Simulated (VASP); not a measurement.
# AlN (aluminium nitride) (P6_3mc) in VASP: a series of runs

Runs on AlN (aluminium nitride). Level: LDA. Tasks: single point, relaxation of cell and atoms.

All numbers are computed with VASP 6.6.1; they aren't measurements. Logs are shortened: lines on timing, memory, paths and dates and some standing lists are left out, and cuts for length are marked.

## Step 1: The cell of the first run

Symmetry: P6_3mc, No. 186, hexagonal system. The conventional cell has a = 3.089 Å, b = 3.089 Å, c = 4.944 Å, α = 90.00°, β = 90.00°, γ = 120.00°. Al (site symmetry 3m) has 4 N at 1.88 to 1.89 Å within 2.5 Å. Within 2.5 Å of N (site symmetry 3m) lie 4 Al at 1.88 to 1.89 Å.

## Step 2: Single point, LDA

INCAR

```
SYSTEM = AlN
PREC     = Accurate       ! precision mode
ENCUT    = 520            ! plane-wave cutoff, eV
EDIFF    = 1E-6           ! SCF threshold, eV
ISMEAR   = 0              ! smearing method
SIGMA    = 0.01           ! smearing width, eV
LREAL    = .False.        ! projectors in reciprocal space
LASPH    = .True.         ! aspherical terms in the spheres
NELM     = 100            ! most SCF steps
ALGO     = Normal         ! electronic algorithm
ISIF     = 2              ! what is computed and relaxed
LWAVE    = .False.        ! write WAVECAR
LCHARG   = .False.        ! write CHGCAR
NBANDS   = 16             ! bands
```

KPOINTS

```
Automatic mesh
0
Gamma
  8 8 5
  0 0 0
```

POSCAR

```
AlN
1.0
    3.0888384340      0.0000000000      0.0000000000
   -1.5444192170      2.6750125521      0.0000000000
    0.0000000000      0.0000000000      4.9437039497
Al N
2 2
Direct
    0.3333333333      0.6666666667     -0.0024849672
    0.6666666667      0.3333333333      0.4975150328
    0.3333333333      0.6666666667      0.3794849672
    0.6666666667      0.3333333333      0.8794849672
```

Potentials or basis: VASP PAW LDA potentials, release 64 (Al, N).

Run with:

```bash
> cat potpaw_LDA.64/Al/POTCAR potpaw_LDA.64/N/POTCAR > POTCAR
> mpirun -np 1 vasp_std > vasp.out
```

OUTCAR:

```text
SYSTEM = AlN
   PREC = Accurate
   ENCUT = 520
   EDIFF = 1E-6
   ISMEAR = 0
   LREAL = .False.
   LASPH = .True.
   NELM = 100
   ISIF = 2

 ion  position               nearest neighbor table
   1  0.333  0.667  0.998-   4 1.88   4 1.88   4 1.88   3 1.89   2 3.05   2 3.05   2 3.05   2 3.05
                             2 3.05   2 3.05
   2  0.667  0.333  0.498-   3 1.88   3 1.88   3 1.88   4 1.89   1 3.05   1 3.05   1 3.05   1 3.05
                             1 3.05   1 3.05
   3  0.333  0.667  0.379-   2 1.88   2 1.88   2 1.88   1 1.89
   4  0.667  0.333  0.879-   1 1.88   1 1.88   1 1.88   2 1.89

  LATTYP: Found a hexagonal cell.
 ALAT       =     3.0888384340
 C/A-ratio  =     1.6005058391

  Lattice vectors:

 A1 = (   3.0888384340,   0.0000000000,   0.0000000000)
 A2 = (  -1.5444192170,   2.6750125521,   0.0000000000)
 A3 = (   0.0000000000,   0.0000000000,   4.9437039497)

Analysis of symmetry for initial positions (statically):
=====================================================================
 Subroutine PRICEL returns:
 Original cell was already a primitive cell.

 Routine SETGRP: Setting up the symmetry group for a
 hexagonal supercell.

 Subroutine GETGRP returns: Found 12 space group operations
 (whereof  6 operations were pure point group operations)
 out of a pool of 24 trial point group operations.

The static configuration has the point symmetry C_3v.
 The point group associated with its full space group is C_6v.

Analysis of symmetry for dynamics (positions and initial velocities):
=====================================================================
 Subroutine PRICEL returns:
 Original cell was already a primitive cell.

 Routine SETGRP: Setting up the symmetry group for a
 hexagonal supercell.

 Subroutine GETGRP returns: Found 12 space group operations
 (whereof  6 operations were pure point group operations)
 out of a pool of 24 trial point group operations.

The dynamic configuration has the point symmetry C_3v.
 The point group associated with its full space group is C_6v.

 Subroutine INISYM returns: Found 12 space group operations
 (whereof  6 operations are pure point group operations),
 and found     1 'primitive' translations

----------------------------------------------------------------------------------------

                                     Primitive cell

  volume of cell :      40.8483

  direct lattice vectors                    reciprocal lattice vectors
[... 95 lines left out ...]
   IBRION =     -1    ionic relax: 0-MD 1-quasi-New 2-CG
   NFREE  =      0    steps in history (QN), initial steepest desc. (CG)
   ISIF   =      2    stress and relaxation
   ISYM   =      2    0-nonsym 1-usesym 2-fastsym
   POTIM  = 0.5000    time-step for ionic-motion
   TEBEG  =    0.0;   TEEND  =   0.0 temperature during run
   PSTRESS=    0.0 pullay stress
   NELECT =      16.0000    total number of electrons
   NUPDOWN=      -1.0000    fix difference up-down
   EMIN   =  10.00;   EMAX   =-10.00  energy-range for DOS
   EFERMI =   0.00;   METHOD = LEGACY
   ISMEAR =     0;   SIGMA  =   0.01  broadening in eV -4-tet -1-fermi 0-gaus
   EFERMI_NEDOS =   21; number of points for ismear=-14 and -15
   IALGO  =     38    algorithm
   IMIX   =      4    mixing-type and parameters
     AMIX     =   0.40;   BMIX     =  1.00
     AMIX_MAG =   1.60;   BMIX_MAG =  1.00
  volume/ion in A,a.u.               =      10.21        68.91
  Fermi-wavevector in a.u.,A,eV,Ry     =   1.197817  2.263545 19.521158  1.434765
  Thomas-Fermi vector in A             =   2.333722
   LORBIT       =      0    0 simple, 1 ext, 2 COOP (PROOUT), +10 PAW based schemes
   GGA     = CA    functional components
   LHFCALC =     F    Hartree Fock is set to
   AEXX    =    0.0000 exact exchange contribution
   IVDW    =     0    specifies the selected vdW correction
   LEPSILON=     F    determine dielectric tensor
   LRPA    =     F    only Hartree local field effects (RPA)
 non-spin polarized calculation
 Gauss-broadening in eV      SIGMA  =   0.01
  energy-cutoff  :      520.00
  volume of cell :       40.85
 maximum number of plane-waves:      1108
 NGX is ok and might be reduce to    24
   NGX = 11   NGY = 11   NGZ = 19

 number of electron      15.9999998 magnetization

 Free energy of the ion-electron system (eV)
  ---------------------------------------------------
  ext. energy  EPLUGINS =         0.00000000
  ---------------------------------------------------
  free energy    TOTEN  =       -32.84099259 eV

  energy without entropy =      -32.84099259  energy(sigma->0) =      -32.84099259

 E-fermi :   6.2290     XC(G=0): -11.3426

 val. band max:        6.1132113733   @ k =   0.0000   0.0000   0.0000
 cond. band min:      10.5355363950   @ k =   0.0000   0.0000   0.0000
 fundamental gap:      4.4223250217
 Fermi energy:         6.2289882002

 k-point     1 :       0.0000    0.0000    0.0000
  band No.  band energies     occupation
      1      -9.0589      2.00000
      2      -6.7656      2.00000
      3      -0.0404      2.00000
      4       5.2239      2.00000
      5       5.2239      2.00000
      6       5.8853      2.00000
[... 433 lines left out ...]
      3       0.7444      2.00000
      4       1.1638      2.00000
      5       4.0290      2.00000
      6       4.5219      2.00000
[... 8 lines left out ...]
     15      18.7114      0.00000
     16      19.9184      0.00000

 [... further k-points ...]

------------------------ aborting loop because EDIFF is reached ----------------------------------------

  FORCE on cell =-STRESS in cart. coord.  units (eV):
  Direction    XX          YY          ZZ          XY          YZ          ZX
  --------------------------------------------------------------------------------------
  -------------------------------------------------------------------------------------
  Total        0.1505968      0.1505968      0.1417345      0.0000000      0.0000000      0.0000000
  in kB        5.9068082      5.9068082      5.5592066      0.0000000      0.0000000      0.0000000
  external PRESSURE =       5.7909410 kB  Pullay stress =       0.0000000 kB

 VOLUME and BASIS-vectors are now :
 -----------------------------------------------------------------------------
  energy-cutoff  :      520.00
  volume of cell :       40.85
      direct lattice vectors                 reciprocal lattice vectors
     3.088838434  0.000000000  0.000000000     0.323746295  0.186915011  0.000000000
    -1.544419217  2.675012552  0.000000000     0.000000000  0.373830022  0.000000000
     0.000000000  0.000000000  4.943703950     0.000000000  0.000000000  0.202277485

 POSITION                                       TOTAL-FORCE (eV/Angst)
 -----------------------------------------------------------------------------------
     -0.00000      1.78334      4.93142        -0.000000     -0.000000     -0.000570
      1.54442      0.89167      2.45957        -0.000000      0.000000     -0.000570
     -0.00000      1.78334      1.87606         0.000000      0.000000      0.000570
      1.54442      0.89167      4.34791        -0.000000      0.000000      0.000570
 -----------------------------------------------------------------------------------
    total drift:                               -0.000000      0.000000     -0.000899

  FREE ENERGIE OF THE ION-ELECTRON SYSTEM (eV)
  ---------------------------------------------------
  free  energy   TOTEN  =       -32.8409925914 eV

  energy  without entropy=      -32.8409925914  energy(sigma->0) =      -32.84099259
```

OSZICAR:

```text
N       E                     dE             d eps       ncg     rms          rms(c)
DAV:   1     0.382207337714E+02    0.38221E+02   -0.74006E+03   960   0.898E+02
DAV:   2    -0.347652757158E+02   -0.72986E+02   -0.66690E+02  1344   0.180E+02
DAV:   3    -0.379705287064E+02   -0.32053E+01   -0.31940E+01  1192   0.384E+01
DAV:   4    -0.379865212295E+02   -0.15993E-01   -0.15992E-01  1184   0.324E+00
DAV:   5    -0.379866743693E+02   -0.15314E-03   -0.15314E-03  1200   0.312E-01    0.124E+01
DAV:   6    -0.329578241793E+02    0.50289E+01   -0.11443E+01  1008   0.241E+01    0.438E+00
DAV:   7    -0.329022962958E+02    0.55528E-01   -0.51466E-01  1184   0.473E+00    0.284E+00
DAV:   8    -0.328437018364E+02    0.58594E-01   -0.68042E-02  1040   0.219E+00    0.338E-01
DAV:   9    -0.328408940931E+02    0.28077E-02   -0.54171E-03  1224   0.529E-01    0.217E-01
DAV:  10    -0.328410397063E+02   -0.14561E-03   -0.56381E-04  1096   0.150E-01    0.107E-01
DAV:  11    -0.328409929124E+02    0.46794E-04   -0.84280E-05  1152   0.678E-02    0.190E-02
DAV:  12    -0.328409925914E+02    0.32105E-06   -0.13496E-06   968   0.904E-03
   1 F= -.32840993E+02 E0= -.32840993E+02  d E =-.107710E-62
```

Wall time 36 s (1 thread of AMD EPYC 7R13, shared host); peak memory 0.11 GiB.

Results:

```yaml
Free_energy: -32.8410 eV
Pressure: 0.6 GPa
Band_gap_on_the_k_mesh: 4.42 eV, direct
```

Expect the measured gap to be larger: semilocal functionals such as LDA lack the derivative discontinuity.

## Step 3: Relaxation of cell and atoms, LDA

This run uses another cell than the first one, of 10.23 Å³/atom, 1.002 times its volume.

INCAR

```
PREC     = Accurate       # precision mode
ENCUT    = 600            # plane-wave cutoff, eV
EDIFF    = 1E-6           # SCF threshold, eV
ISMEAR   = 0              # smearing method
SIGMA    = 0.01           # smearing width, eV
LREAL    = False          # projectors in reciprocal space
LASPH    = True           # aspherical terms in the spheres
NELM     = 100            # most SCF steps
ALGO     = Normal         # electronic algorithm
ISIF     = 3              # what is computed and relaxed
LWAVE    = False          # write WAVECAR
LCHARG   = False          # write CHGCAR
GGA      = CA             # functional
IBRION   = 2              # ionic algorithm
NSW      = 100            # ionic steps
EDIFFG   = -0.003         # ionic threshold
```

KPOINTS

```
regular mesh
0
Gamma
  8 8 5
```

POSCAR

```
AlN
1.0
    3.0900000000      0.0000000000      0.0000000000
   -1.5450000000      2.6760184980      0.0000000000
    0.0000000000      0.0000000000      4.9500000000
Al N
2 2
Direct
    0.3333333330      0.6666666670      0.0000000000
    0.6666666670      0.3333333330      0.5000000000
    0.3333333330      0.6666666670      0.3770000000
    0.6666666670      0.3333333330      0.8770000000
```

Potentials or basis: VASP PAW LDA potentials, release 64 (Al, N).

Run with:

```bash
> cat potpaw_LDA.64/Al/POTCAR potpaw_LDA.64/N/POTCAR > POTCAR
> mpirun -np 1 vasp_std > vasp.out
```

It took 2.9 min on 1 thread of AMD EPYC 7R13, shared host; peak memory 0.12 GiB.

The run converged. Its results:

```yaml
Free_energy: -32.8425 eV
Relaxed_volume: 10.24 Å³/atom
Relaxed_cell: a = 3.092 Å, b = 3.092 Å, c = 4.947 Å, α = 90.00°, β = 90.00°, γ = 120.00°
Space_group_after_relaxing_to_0.05_Å: P6_3mc (No. 186)
Energy_gained_by_relaxing: 2.0 meV/atom
Ionic_steps: 9
Pressure_after_relaxing: 0.0 GPa
Band_gap_on_the_k_mesh: 4.40 eV, direct
```

The path:
| step | energy change (eV) | largest force (eV/Å) | pressure (GPa) | volume (Å³) |
| --- | --- | --- | --- | --- |
| 1 | 0.0000 | 0.3355 | 0.20 | 40.93 |
| 2 | -0.0002 | 0.2331 | -0.13 | 41.01 |
| 3 | -0.0068 | 0.0354 | -0.03 | 40.97 |
| 4 | -0.0076 | 0.0175 | -0.04 | 40.96 |
| 5 | -0.0078 | 0.0023 | -0.05 | 40.96 |
| 6 | -0.0078 | 0.0013 | -0.05 | 40.96 |
| 7 | -0.0078 | 0.0007 | -0.05 | 40.96 |
| 8 | -0.0078 | 0.0023 | 0.06 | 40.94 |
| 9 | -0.0078 | 0.0006 | 0.00 | 40.95 |

Final structure:
```
Al N
1.0
     3.09152    0.00000    0.00000
    -1.54576    2.67734    0.00000
     0.00000    0.00000    4.94706
Al N
2 2
Direct
  0.33333 0.66667 0.99750
  0.66667 0.33333 0.49750
  0.33333 0.66667 0.37950
  0.66667 0.33333 0.87950
```

Levels at points of the mesh, in eV from the valence-band top:
```
           k point  band 5  band 6  band 7  band 8  band 9  band 10  band 11  band 12
(0.00, 0.00, 0.00)   -0.89   -0.23   -0.23    0.00    4.40     6.71    10.64    11.08
(0.50, 0.00, 0.00)   -3.43   -2.15   -1.84   -0.71    5.71     5.72     8.25    10.27
```
